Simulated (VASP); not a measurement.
# WC (P1) in VASP: a series of runs

Runs on WC. Level: PBE. Tasks: single point.

All numbers are computed with VASP 6.6.1; they aren't measurements. Logs are shortened: lines on timing, memory, paths and dates and some standing lists are left out, and cuts for length are marked.

### 1 The cell of the first run

The typed cell holds 16 atoms: a = 5.974 Å, b = 5.173 Å, c = 5.846 Å, α = 90.00°, β = 90.00°, γ = 90.00°.

### 2 Single point, PBE

File INCAR:

```
SYSTEM = WC
PREC = Accurate
ENCUT = 520
EDIFF = 1E-7
ISMEAR = -1
SIGMA = 0.3
LREAL = Auto
LASPH = .TRUE.
NELM = 80
ALGO = Normal
ISIF = 2
LWAVE = .FALSE.
LCHARG = .FALSE.
GGA = PE
NBANDS = 86
```

File KPOINTS:

```
regular mesh
0
G
  2 2 2
  0 0 0
```

File POSCAR:

```
WC
1.0
   -2.9867990000     -5.1732880000      0.0000000000
    4.4801990000     -2.5866440000      0.0000000000
    0.0000000000      0.0000000000      5.8458020000
W C
8 8
Direct
    0.7272413689      0.4840909507     -0.0586232650
    0.7132048219      0.4711843043      0.4562248260
    0.4662182645     -0.0003793925     -0.0263607970
    0.4731819851     -0.0314719324      0.4857160745
    0.2494762918      0.5011463863     -0.0399945123
    0.2354524193      0.4747220046      0.4632041934
   -0.0256225884     -0.0377504484     -0.0521570864
   -0.0076165335     -0.0381565762      0.4595092341
    0.5132957220      0.6901504038      0.2182420821
    0.4790403946      0.6526936351      0.7269832266
    0.2457221341      0.1403782788      0.2294467038
    0.2010616262      0.1697760890      0.7069688642
    0.0104958887      0.6694008703      0.2202435183
   -0.0473635664      0.6399123225      0.7286425370
    0.7343978947      0.1903038007      0.2038899025
    0.7165096081      0.1160149763      0.6949089278
```

Potentials or basis: VASP PAW PBE potentials, release 64 (W_sv, C).

Run with:

```sh
cat potpaw_PBE.64/W_sv/POTCAR potpaw_PBE.64/C/POTCAR > POTCAR
mpirun -np 1 vasp_std > vasp.out
```

OUTCAR:

```text
SYSTEM = WC
   PREC = Accurate
   ENCUT = 520
   EDIFF = 1E-7
   ISMEAR = -1
   LREAL = Auto
   LASPH = .TRUE.
   NELM = 80
   ISIF = 2
   GGA = PE

 ion  position               nearest neighbor table
   1  0.727  0.484  0.941-  14 2.00  10 2.13  15 2.16   9 2.32  16 2.39  13 2.54   2 2.84   5 2.86
                             7 2.88   3 2.96   2 3.01   7 3.08   3 3.10   5 3.12
   2  0.713  0.471  0.456-  15 2.07   9 2.16  16 2.31  10 2.31  14 2.31  13 2.47   1 2.84   6 2.85
                             4 2.95   4 2.97   1 3.01   8 3.04   8 3.12   6 3.12
   3  0.466  1.000  0.974-  11 2.12   9 2.16  16 2.29  10 2.30  15 2.31  12 2.39   4 2.86   5 2.89
                             5 2.90   7 2.95   1 2.96   4 3.00   7 3.05   1 3.10
   4  0.473  0.969  0.486-  16 2.05   9 2.14  10 2.16  11 2.21  12 2.32  15 2.54   3 2.86   8 2.88
                             6 2.93   2 2.95   2 2.97   6 2.98   3 3.00   8 3.11
   5  0.249  0.501  0.960-  10 2.09  13 2.26  12 2.28  14 2.34   9 2.39  11 2.44   1 2.86   3 2.89
                             7 2.90   3 2.90   6 2.91   6 2.95   1 3.12   7 3.24
   6  0.235  0.475  0.463-  12 2.14  13 2.20  11 2.21  10 2.31  14 2.45   9 2.46   2 2.85   8 2.91
                             5 2.91   4 2.93   5 2.95   4 2.98   8 3.02   2 3.12
   7  0.974  0.962  0.948-  14 2.11  13 2.21  12 2.23  16 2.28  15 2.38  11 2.49   8 2.86   1 2.88
                             5 2.90   3 2.95   8 2.99   3 3.05   1 3.08   5 3.24
   8  0.992  0.962  0.460-  13 2.06  12 2.19  11 2.23  16 2.29  14 2.30  15 2.45   7 2.86   4 2.88
                             6 2.91   7 2.99   6 3.02   2 3.04   4 3.11   2 3.12
   9  0.513  0.690  0.218-   4 2.14   2 2.16   3 2.16   1 2.32   5 2.39   6 2.46
  10  0.479  0.653  0.727-   5 2.09   1 2.13   4 2.16   3 2.30   6 2.31   2 2.31
  11  0.246  0.140  0.229-   3 2.12   6 2.21   4 2.21   8 2.23   5 2.44   7 2.49
  12  0.201  0.170  0.707-   6 2.14   8 2.19   7 2.23   5 2.28   4 2.32   3 2.39
  13  0.010  0.669  0.220-   8 2.06   6 2.20   7 2.21   5 2.26   2 2.47   1 2.54
  14  0.953  0.640  0.729-   1 2.00   7 2.11   8 2.30   2 2.31   5 2.34   6 2.45
  15  0.734  0.190  0.204-   2 2.07   1 2.16   3 2.31   7 2.38   8 2.45   4 2.54
  16  0.717  0.116  0.695-   4 2.05   7 2.28   8 2.29   3 2.29   2 2.31   1 2.39

  LATTYP: Found a simple orthorhombic cell.
 ALAT       =     5.1732881480
 B/A-ratio  =     1.1299973697
 C/A-ratio  =     1.1547004841

  Lattice vectors:

 A1 = (   4.4801990000,  -2.5866440000,   0.0000000000)
 A2 = (   0.0000000000,   0.0000000000,   5.8458020000)
 A3 = (  -2.9867990000,  -5.1732880000,   0.0000000000)

Analysis of symmetry for initial positions (statically):
=====================================================================
 Subroutine PRICEL returns:
 Original cell was already a primitive cell.

 Routine SETGRP: Setting up the symmetry group for a
 simple orthorhombic supercell.

 Subroutine GETGRP returns: Found  1 space group operations
 (whereof  1 operations were pure point group operations)
 out of a pool of  8 trial point group operations.

The static configuration has the point symmetry C_1 .

Analysis of symmetry for dynamics (positions and initial velocities):
=====================================================================
 Subroutine PRICEL returns:
 Original cell was already a primitive cell.

 Routine SETGRP: Setting up the symmetry group for a
 simple orthorhombic supercell.

 Subroutine GETGRP returns: Found  1 space group operations
 (whereof  1 operations were pure point group operations)
 out of a pool of  8 trial point group operations.

The dynamic configuration has the point symmetry C_1 .

 Subroutine INISYM returns: Found  1 space group operations
 (whereof  1 operations are pure point group operations),
 and found     1 'primitive' translations

----------------------------------------------------------------------------------------

                                     Primitive cell

  volume of cell :     180.6537

  direct lattice vectors                    reciprocal lattice vectors
    -2.986799000 -5.173288000  0.000000000    -0.083701641 -0.144975501  0.000000000
     4.480199000 -2.586644000  0.000000000     0.167403283 -0.096650323  0.000000000
     0.000000000  0.000000000  5.845802000     0.000000000  0.000000000  0.171062927

  length of vectors
     5.973598329  5.173288148  5.845802000     0.167403288  0.193300657  0.171062927

  position of ions in fractional coordinates (direct lattice)
     0.727241369  0.484090951  0.941376735
     0.713204822  0.471184304  0.456224826
     0.466218265  0.999620607  0.973639203
     0.473181985  0.968528068  0.485716074
     0.249476292  0.501146386  0.960005488
     0.235452419  0.474722005  0.463204193
[... 8 lines left out ...]
     0.734397895  0.190303801  0.203889903
     0.716509608  0.116014976  0.694908928

  ion indices of the primitive-cell ions
   primitive index   ion index
                 1           1
                 2           2
                 3           3
                 4           4
                 5           5
                 6           6
[... 8 lines left out ...]
                15          15
                16          16

----------------------------------------------------------------------------------------

 KPOINTS: regular mesh

Automatic generation of k-mesh.
 Grid dimensions read from file:
 generate k-points for:    2    2    2

 Generating k-lattice:

  Cartesian coordinates                     Fractional coordinates (reciprocal lattice)
    -0.041850821 -0.072487751  0.000000000     0.500000000 -0.000000000  0.000000000
     0.083701641 -0.048325162  0.000000000     0.000000000  0.500000000  0.000000000
     0.000000000  0.000000000  0.085531463     0.000000000  0.000000000  0.500000000

  Length of vectors
     0.083701644  0.096650329  0.085531463

  Shift w.r.t. Gamma in fractional coordinates (k-lattice)
     0.000000000  0.000000000  0.000000000

 Subroutine IBZKPT returns following result:
 ===========================================

 Found      8 irreducible k-points:

 Following reciprocal coordinates:
            Coordinates               Weight
  0.000000  0.000000  0.000000      1.000000
  0.500000  0.000000  0.000000      1.000000
  0.000000  0.500000  0.000000      1.000000
  0.500000  0.500000  0.000000      1.000000
  0.000000  0.000000  0.500000      1.000000
  0.500000  0.000000  0.500000      1.000000
  0.000000  0.500000  0.500000      1.000000
  0.500000  0.500000  0.500000      1.000000
   k-points           NKPTS =      8   k-points in BZ     NKDIM =      8   number of bands    NBANDS=     86
   number of dos      NEDOS =    301   number of ions     NIONS =     16
   total plane-waves  NPLWV =  92160
   dimension x,y,z NGX =    48 NGY =   40 NGZ =   48
   dimension x,y,z NGXF=    96 NGYF=   80 NGZF=   96
   ions per type =               8   8
   NGX,Y,Z   is equivalent  to a cutoff of  13.36, 12.85, 13.65 a.u.
   NGXF,Y,Z  is equivalent  to a cutoff of  26.72, 25.71, 27.30 a.u.
 SYSTEM =  WC
   PREC   = accura    normal or accurate (medium, high low for compatibility)
   ISTART =      0    job   : 0-new  1-cont  2-samecut
   ICHARG =      2    charge: 1-file 2-atom 10-const
   ISPIN  =      1    spin polarized calculation?
   LNONCOLLINEAR =      F non collinear calculations
   LSORBIT =      F    spin-orbit coupling
   LASPH  =      T    aspherical Exc in radial PAW
   ENCUT  =  520.0 eV  38.22 Ry    6.18 a.u.  11.11  9.62 10.87*2*pi/ulx,y,z
   NELM   =     80;   NELMIN=  2; NELMDL= -5     # of ELM steps
   EDIFF  = 0.1E-06   stopping-criterion for ELM
   LREAL  =      T    real-space projection
   EDIFFG = 0.1E-05   stopping-criterion for IOM
   NSW    =      0    number of steps for IOM
   IBRION =     -1    ionic relax: 0-MD 1-quasi-New 2-CG
   NFREE  =      0    steps in history (QN), initial steepest desc. (CG)
   ISIF   =      2    stress and relaxation
   ISYM   =      2    0-nonsym 1-usesym 2-fastsym
   POTIM  = 0.5000    time-step for ionic-motion
   TEBEG  =    0.0;   TEEND  =   0.0 temperature during run
   PSTRESS=    0.0 pullay stress
   NELECT =     144.0000    total number of electrons
   NUPDOWN=      -1.0000    fix difference up-down
   EMIN   =  10.00;   EMAX   =-10.00  energy-range for DOS
   EFERMI =   0.00;   METHOD = LEGACY
   ISMEAR =    -1;   SIGMA  =   0.30  broadening in eV -4-tet -1-fermi 0-gaus
   EFERMI_NEDOS =   21; number of points for ismear=-14 and -15
   IALGO  =     38    algorithm
   IMIX   =      4    mixing-type and parameters
     AMIX     =   0.40;   BMIX     =  1.00
     AMIX_MAG =   1.60;   BMIX_MAG =  1.00
  volume/ion in A,a.u.               =      11.29        76.19
  Fermi-wavevector in a.u.,A,eV,Ry     =   1.517912  2.868439 31.348616  2.304058
  Thomas-Fermi vector in A             =   2.627104
   LORBIT       =      0    0 simple, 1 ext, 2 COOP (PROOUT), +10 PAW based schemes
   GGA     = PE    functional components
   LHFCALC =     F    Hartree Fock is set to
   AEXX    =    0.0000 exact exchange contribution
   IVDW    =     0    specifies the selected vdW correction
   LEPSILON=     F    determine dielectric tensor
   LRPA    =     F    only Hartree local field effects (RPA)
 non-spin polarized calculation
  energy-cutoff  :      520.00
  volume of cell :      180.65
 maximum number of plane-waves:      4904
 NGX is ok and might be reduce to    48
   NGX = 23   NGY = 19   NGZ = 21

 number of electron     144.0000007 magnetization

 Free energy of the ion-electron system (eV)
  ---------------------------------------------------
  ext. energy  EPLUGINS =         0.00000000
  ---------------------------------------------------
  free energy    TOTEN  =      -175.36523545 eV

  energy without entropy =     -173.93609935  energy(sigma->0) =     -174.65066740

 E-fermi :  10.3318     XC(G=0): -13.3090

 val. band max:       10.0903853340   @ k =   0.0000   0.0000   0.0000
 cond. band min:      10.3745203274   @ k =   0.0000   0.5000   0.0000
 fundamental gap:      0.2841349934
 Fermi energy:        10.3317836403

 k-point     1 :       0.0000    0.0000    0.0000
  band No.  band energies     occupation
      1     -64.2160      2.00000
      2     -64.1592      2.00000
      3     -64.1420      2.00000
      4     -64.1343      2.00000
      5     -64.1132      2.00000
      6     -64.0860      2.00000
[... 685 lines left out ...]
     83      13.3496      0.00009
     84      13.4858      0.00005
 [bands above 84 left out]

------------------------ aborting loop because EDIFF is reached ----------------------------------------

  FORCE on cell =-STRESS in cart. coord.  units (eV):
  Direction    XX          YY          ZZ          XY          YZ          ZX
  --------------------------------------------------------------------------------------
  -------------------------------------------------------------------------------------
  Total      -13.5092706    -10.9233992    -18.2745851     -1.5158585      0.9905558      0.7276361
  in kB     -119.8107253    -96.8772047   -162.0732424    -13.4438133      8.7850196      6.4532430
  external PRESSURE =    -126.2537241 kB  Pullay stress =       0.0000000 kB

 VOLUME and BASIS-vectors are now :
 -----------------------------------------------------------------------------
  energy-cutoff  :      520.00
  volume of cell :      180.65
      direct lattice vectors                 reciprocal lattice vectors
    -2.986799000 -5.173288000  0.000000000    -0.083701641 -0.144975501  0.000000000
     4.480199000 -2.586644000  0.000000000     0.167403283 -0.096650323  0.000000000
     0.000000000  0.000000000  5.845802000     0.000000000  0.000000000  0.171062927

 POSITION                                       TOTAL-FORCE (eV/Angst)
 -----------------------------------------------------------------------------------
     -0.00330     -5.01440      5.50310        -0.321693      0.517572      3.555809
     -0.01920     -4.90840      2.66700        -0.045756     -2.490754      0.179083
      3.08600     -4.99754      5.69170        -1.715716     -1.100079     -0.533583
      2.92590     -4.95314      2.83940         1.184398     -0.857399     -2.841642
      1.50010     -2.58690      5.61200         0.108145      3.055113      1.095229
      1.42360     -2.44600      2.70780         0.724600      0.218594     -0.157334
[... 8 lines left out ...]
     -1.34090     -4.29150      1.19190        -2.509780      1.218405     -0.406367
     -1.62030     -4.00680      4.06230         1.015286     -1.673206      1.500453
 -----------------------------------------------------------------------------------
    total drift:                                0.002557      0.002049     -0.000015

  FREE ENERGIE OF THE ION-ELECTRON SYSTEM (eV)
  ---------------------------------------------------
  free  energy   TOTEN  =      -175.3652354496 eV

  energy  without entropy=     -173.9360993473  energy(sigma->0) =     -174.65066740
```

Run time: 5.5 min. Hardware: 1 thread of Intel Xeon Platinum 8488C (Sapphire Rapids), shared host; peak memory 0.32 GiB.

What came out:

```
Free energy            : -175.3652 eV
Pressure               : -12.6 GPa
Largest force          : 3.608 eV/Å
Band gap on the k mesh : zero (bands 72 and 73 overlap by 0.07 eV)
```

Forces on the atoms (eV/Å):
```
W   -0.322  0.518  3.556
W   -0.046 -2.491  0.179
W   -1.716 -1.100 -0.534
W    1.184 -0.857 -2.842
W    0.108  3.055  1.095
W    0.725  0.219 -0.157
W    2.421 -1.432  1.799
W    3.056  0.506  0.057
C   -1.159  2.131 -0.627
C    0.099  0.725 -1.025
C    1.374  0.232 -0.471
C   -2.083 -0.308  1.078
C   -1.071  1.559 -0.934
C   -1.076 -2.303 -2.268
C   -2.510  1.218 -0.406
C    1.015 -1.673  1.500
```

Stress tensor (GPa, compression positive):
```
-11.98  -1.34   0.65
 -1.34  -9.69   0.88
  0.65   0.88 -16.21
```

Caveat: the k points lie up to 0.61 Å⁻¹ apart; the atoms stand as in a frame of molecular dynamics; so wide a smearing shifts energies and pressures; spin-orbit coupling is left out, which moves the levels of the heavy elements; forces of over 1 eV/Å act on the atoms, so gaps and moduli don't describe the material at rest.

### 3 Single point, PBE

File INCAR:

```
SYSTEM = WC
  ALGO = Normal
  EDIFF = 1E-7
  ENCUT = 520
  GGA = PE
  ISIF = 2
  ISMEAR = -1
  LASPH = .TRUE.
  LCHARG = .FALSE.
  LREAL = Auto
  LWAVE = .FALSE.
  NBANDS = 86
  NELM = 80
  PREC = Accurate
  SIGMA = 0.3
```

File KPOINTS:

```
k-points
0
G
  2 2 2
  0 0 0
```

File POSCAR:

```
WC
1.0
   -2.9867990000     -5.1732880000      0.0000000000
    4.4801990000     -2.5866440000      0.0000000000
    0.0000000000      0.0000000000      5.8458020000
W C
8 8
Direct
    0.7247752096      0.4640101636     -0.0302097129
    0.7119739995      0.4791356879      0.4735535004
    0.4610010382     -0.0388113475     -0.0381470327
    0.4745822925     -0.0392210443      0.4504600053
    0.1901983970      0.4442624942     -0.0223237120
    0.2140154364      0.4548505751      0.4656674995
   -0.0651246370     -0.0435280220     -0.0080228513
   -0.0253644991     -0.0212175085      0.4710388754
    0.4573687076      0.5903015465      0.1950630555
    0.4665372954      0.6185111705      0.7488450686
    0.2258251119      0.1099268622      0.2106811007
    0.2072360121      0.0951458437      0.7424815278
   -0.0248010714      0.6112952092      0.2382735508
   -0.0782800606      0.6390772359      0.7221250395
    0.7147015981      0.1298759315      0.2441067966
    0.6873936653      0.1080993751      0.6972353836
```

Potentials or basis: VASP PAW PBE potentials, release 64 (W_sv, C).

Run with:

```sh
cat potpaw_PBE.64/W_sv/POTCAR potpaw_PBE.64/C/POTCAR > POTCAR
mpirun -np 1 vasp_std > vasp.out
```

It took 5.6 min on 1 thread of Intel Xeon Platinum 8488C (Sapphire Rapids), shared host; peak memory 0.33 GiB.

The run converged. Its results:

| Item | Value |
| --- | --- |
| Free energy | -175.6729 eV |
| Pressure | -14.6 GPa |
| Largest force | 3.718 eV/Å |
| Band gap on the k mesh | 0.10 eV (least direct gap 0.30 eV) |

Forces on the atoms (eV/Å):
```
W    0.263  3.145  0.789
W   -1.495  2.146 -0.517
W   -1.099  0.842  0.544
W    0.214  2.331  2.079
W   -0.746 -2.374 -1.543
W   -0.091 -0.625  1.291
W   -1.413 -2.281 -2.573
W   -1.535  2.210  1.093
C    1.310 -1.302  1.685
C    0.569  1.100 -1.890
C    1.311  0.527  0.716
C    1.812 -0.270 -1.040
C    1.612  0.376 -0.684
C   -1.275 -2.759  0.061
C    0.051 -0.532 -1.701
C    0.513 -2.535  1.688
```

Stress tensor (GPa, compression positive):
```
-13.99   1.19  -0.14
  1.19 -11.88  -0.06
 -0.14  -0.06 -17.99
```

Levels at points of the mesh, in eV from the valence-band top:
| k point | band 69 | band 70 | band 71 | band 72 | band 73 | band 74 | band 75 | band 76 |
| --- | --- | --- | --- | --- | --- | --- | --- | --- |
| (0.00, 0.00, 0.00) | -1.02 | -0.70 | -0.39 | -0.15 | 0.26 | 0.84 | 0.87 | 1.56 |
| (0.50, 0.00, 0.00) | -1.03 | -0.87 | -0.29 | -0.07 | 0.31 | 0.51 | 0.55 | 0.86 |
| (0.00, 0.50, 0.00) | -0.78 | -0.51 | -0.33 | -0.11 | 0.95 | 1.00 | 1.63 | 1.65 |
| (0.50, 0.50, 0.00) | -1.84 | -1.37 | -1.10 | -0.85 | 0.98 | 1.27 | 1.40 | 1.62 |
| (0.00, 0.00, 0.50) | -1.09 | -0.84 | -0.25 | 0.00 | 0.30 | 0.57 | 0.63 | 1.13 |
| (0.50, 0.00, 0.50) | -1.14 | -1.02 | -0.96 | -0.75 | 0.10 | 0.23 | 0.39 | 0.57 |
| (0.00, 0.50, 0.50) | -1.41 | -1.27 | -1.17 | -0.96 | 0.57 | 0.71 | 0.76 | 0.93 |
| (0.50, 0.50, 0.50) | -1.49 | -1.38 | -1.26 | -1.04 | 0.64 | 1.12 | 1.39 | 1.59 |

Caveat: the k points lie up to 0.61 Å⁻¹ apart; the atoms stand as in a frame of molecular dynamics; so wide a smearing shifts energies and pressures; spin-orbit coupling is left out, which moves the levels of the heavy elements; forces of over 1 eV/Å act on the atoms, so gaps and moduli don't describe the material at rest. A k mesh can miss the band edges.

The gap in the log of VASP goes by the Fermi energy; the results here count the filled bands.